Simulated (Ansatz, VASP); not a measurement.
K in VASP and in Ansatz

File INCAR:

```
SYSTEM = K
ALGO     = Normal         ! electronic algorithm
EDIFF    = 1E-6           ! SCF threshold, eV
EDIFFG   = -0.01          ! ionic threshold
ENCUT    = 600            ! plane-wave cutoff, eV
GGA      = PS             ! functional
IBRION   = 2              ! ionic algorithm
ISIF     = 3              ! what is computed and relaxed
ISMEAR   = 0              ! smearing method
LASPH    = .True.         ! aspherical terms in the spheres
LCHARG   = .False.        ! write CHGCAR
LREAL    = .False.        ! projectors in reciprocal space
LWAVE    = .False.        ! write WAVECAR
NELM     = 60             ! most SCF steps
NSW      = 80             ! ionic steps
PREC     = Accurate       ! precision mode
SIGMA    = 0.1            ! smearing width, eV
```

The input KPOINTS:

```
k-points
0
Gamma
  12 12 12
  0 0 0
```

The input POSCAR:

```
K
1.0
    0.0000000000      3.2757380283      3.2757380283
    3.2757380283      0.0000000000      3.2757380283
    3.2757380283      3.2757380283      0.0000000000
K
1
Direct
    0.0000000000      0.0000000000      0.0000000000
```

Input for Ansatz:

```yaml
crystal:
  lattice:
    - [0.0, 3.2757380283, 3.2757380283]
    - [3.2757380283, 0.0, 3.2757380283]
    - [3.2757380283, 3.2757380283, 0.0]
  atoms:
    - { symbol: K, position: [0.0, 0.0, 0.0] }
basis:
  ecutwfc: 420
kpoints:
  mp_grid: { grid: [12, 12, 12] }
hamiltonian:
  xc: pbesol
scf:
  occupations: { method: gaussian, width: 0.1 }
output:
  forces: true
  stress: true
  eigenvalues: true
relax:
  adjacent_minimum: "off"
  f_tol: 0.01
  max_steps: 60
  cell: { stress_tol: 0.1 }
```

Alike in both runs: task relaxation of cell and atoms; functional PBEsol; k mesh 12 × 12 × 12; occupations gaussian, width 0.1 eV; no spin polarisation.

|  | VASP | Ansatz |
| --- | --- | --- |
| version | VASP 6.6.1 | Ansatz 0.2.0 |
| potentials or method | VASP PAW PBE potentials, release 64 (K_sv), cutoff 600 eV | scalar-relativistic, plane waves, PAW |
| valence electrons in the cell | 9 | 9 |

VASP gave:

- gap on the k mesh at the Fermi level, each at its own relaxed structure (eV): none
- relaxed volume (Å³/atom): 71.01
- relaxed cell length with the largest relative difference (Å): 4.648

**Question.** Which values does Ansatz return?

**Answer.** gap on the k mesh at the Fermi level, each at its own relaxed structure (eV): none; relaxed volume (Å³/atom): 70.30; relaxed cell length with the largest relative difference (Å): 4.633.

VASP's potentials were made for PBE, not for PBEsol. A gap of «none» marks a metal or a gap that the smearing closes.
